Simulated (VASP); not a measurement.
Set up this calculation in VASP 6.6.1, as the native input.

- Task: single point
- Functional: LDA
- Potentials or basis: VASP PAW LDA potentials, release 64 (K_sv, Zn, F)
- Cutoff: 520 eV
- k mesh: 6 × 6 × 6
- Occupations: gaussian, width 0.02 eV
- Spin: no spin polarisation
- Dipole correction: no
- Further INCAR settings: ALGO = Normal; EDIFF = 1e-07; NBANDS = 29

The structure of KZnF3 lies in POSCAR:

```
KZnF3
1.0
    3.9734716052      0.0000000000      0.0000000000
    0.0000000000      3.9734716052      0.0000000000
    0.0000000000      0.0000000000      3.9734716052
K Zn F
1 1 3
Direct
    0.0000000000      0.0000000000      0.0000000000
    0.5000000000      0.5000000000      0.5000000000
    0.5000000000      0.5000000000      0.0000000000
    0.0000000000      0.5000000000      0.5000000000
    0.5000000000      0.0000000000      0.5000000000
```

The input as run:

INCAR

```
ALGO = Normal
EDIFF = 1E-7
ENCUT = 520
GGA = CA
ISIF = 2
ISMEAR = 0
LASPH = True
LCHARG = True
LELF = True
LREAL = False
LVHAR = True
LWAVE = False
NBANDS = 29
NELM = 100
PREC = Accurate
SIGMA = 0.02
```

KPOINTS

```
k-points
0
Gamma
  6 6 6
```

Potentials or basis: VASP PAW LDA potentials, release 64 (K_sv, Zn, F).

Launch:

```console
$ cat potpaw_LDA.64/K_sv/POTCAR potpaw_LDA.64/Zn/POTCAR potpaw_LDA.64/F/POTCAR > POTCAR
$ mpirun -np 1 vasp_std > vasp.out
```

Results of the run:

| Item | Value |
| --- | --- |
| Pressure | 0.6 GPa |
| Band gap on the k mesh | 3.75 eV, indirect (least direct gap 5.89 eV) |

Wall time 32 s on 1 thread of Intel(R) Xeon(R) Platinum 8375C CPU @ 2.90GHz (Ice Lake), on a shared host, peak memory 0.17 GiB.
